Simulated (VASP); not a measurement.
SnS:

```xyz
8
Lattice="11.2000 0.0000 0.0000 0.0000 3.9870 0.0000 0.0000 0.0000 4.3340" Properties=species:S:1:pos:R:3 pbc="T T T"
Sn    1.3373    0.9968    0.5192
Sn    4.2627    2.9903    2.6862
Sn    6.9373    0.9968    1.6478
Sn    9.8627    2.9903    3.8148
S     9.5290    0.9968    2.0773
S     7.2710    2.9903    4.2443
S     3.9290    0.9968    0.0897
S     1.6710    2.9903    2.2567
```

```yaml
Program: VASP 6.6.1
Task: relaxation of cell and atoms
Functional: PBE
Potentials_or_basis: VASP PAW PBE potentials, release 64 (Sn_d, S)
Cutoff: 500 eV
k_mesh: 2 × 6 × 6
Occupations: fermi-dirac, width 0.02 eV
Spin: no spin polarisation
```

At the start: pressure 2.3 GPa; volume 24.19 Å³/atom.

Problem. How do energy, volume and symmetry change on relaxing?

Solution. Over 15 steps the energy falls by 8.4 meV/atom and the volume is 25.68 Å³/atom (+6.2 %); space group Pnma (No. 62, to 0.1 Å) before and after.

Step by step:
```tsv
step	energy change (eV)	largest force (eV/Å)	pressure (GPa)	volume (Å³)
1	0.0000	0.1254	2.30	193.53
2	-0.0427	0.2412	-0.72	203.41
3	-0.0506	0.1412	0.08	200.52
4	-0.0549	0.1153	0.07	201.17
5	-0.0630	0.0406	0.05	203.15
6	-0.0578	0.1130	0.08	207.14
7	-0.0643	0.0251	0.05	204.41
8	-0.0659	0.0238	-0.08	205.27
9	-0.0663	0.0275	-0.17	205.88
10	-0.0669	0.0106	0.05	205.39
11	-0.0669	0.0115	0.01	205.48
12	-0.0669	0.0064	0.00	205.53
13	-0.0669	0.0061	-0.01	205.56
14	-0.0670	0.0052	0.00	205.54
15	-0.0670	0.0031	0.02	205.48
```

Final structure:
```
Sn S
1.0
    11.50574    0.00000    0.00000
     0.00000    4.02631    0.00000
     0.00000    0.00000    4.43552
Sn S
4 4
Cartesian
  1.4095 1.0066 0.5486
  4.3434 3.0197 2.7663
  7.1624 1.0066 1.6692
  10.0962 3.0197 3.8869
  9.7703 1.0066 2.1353
  7.4883 3.0197 4.3531
  4.0174 1.0066 0.0825
  1.7354 3.0197 2.3002
```
